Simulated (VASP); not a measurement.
BN (zincblende type):

```xyz
2
Lattice="0.0000 2.1544 2.1544 2.1544 0.0000 2.1544 2.1544 2.1544 0.0000" Properties=species:S:1:pos:R:3 pbc="T T T"
B     0.0000    0.0000    0.0000
N     1.0772    1.0772    1.0772
```

| Property | Result |
| --- | --- |
| Program | VASP 6.6.1 |
| Task | relaxation of cell and atoms |
| Functional | LDA |
| Potentials or basis | VASP PAW LDA potentials, release 64 (B, N) |
| Cutoff | 600 eV |
| k mesh | 13 × 13 × 13 |
| Occupations | fermi-dirac, width 0.02 eV |
| Spin | no spin polarisation |

At the start: pressure -77.2 GPa; volume 10.00 Å³/atom.

Q: Where does the relaxation end?

A: Over 6 steps the energy falls by 1607.9 meV/atom and the volume is 5.75 Å³/atom (-42.5 %); space group F-43m (No. 216, to 0.05 Å).

The path:
| step | energy change (eV) | largest force (eV/Å) | pressure (GPa) | volume (Å³) |
| --- | --- | --- | --- | --- |
| 1 | 0.0000 | 0.0000 | -77.19 | 20.00 |
| 2 | -2.2652 | 0.0000 | 148.92 | 9.04 |
| 3 | -3.2144 | 0.0000 | -3.73 | 11.61 |
| 4 | -3.2156 | 0.0000 | 1.05 | 11.47 |
| 5 | -3.2156 | 0.0000 | -1.04 | 11.53 |
| 6 | -3.2157 | 0.0000 | 0.00 | 11.50 |

Final structure:
```cif
data_structure
_symmetry_space_group_name_H-M 'P 1'
_symmetry_Int_Tables_number 1
_cell_length_a 2.5338
_cell_length_b 2.5338
_cell_length_c 2.5338
_cell_angle_alpha 60.000
_cell_angle_beta 60.000
_cell_angle_gamma 60.000
_cell_volume 11.50
loop_
_atom_site_label
_atom_site_type_symbol
_atom_site_fract_x
_atom_site_fract_y
_atom_site_fract_z
_atom_site_occupancy
B1 B 0.00000 0.00000 0.00000 1
N1 N 0.25000 0.25000 0.25000 1
```

Caveat: the volume moved by over 15 % at a fixed basis, so the end points are rough.
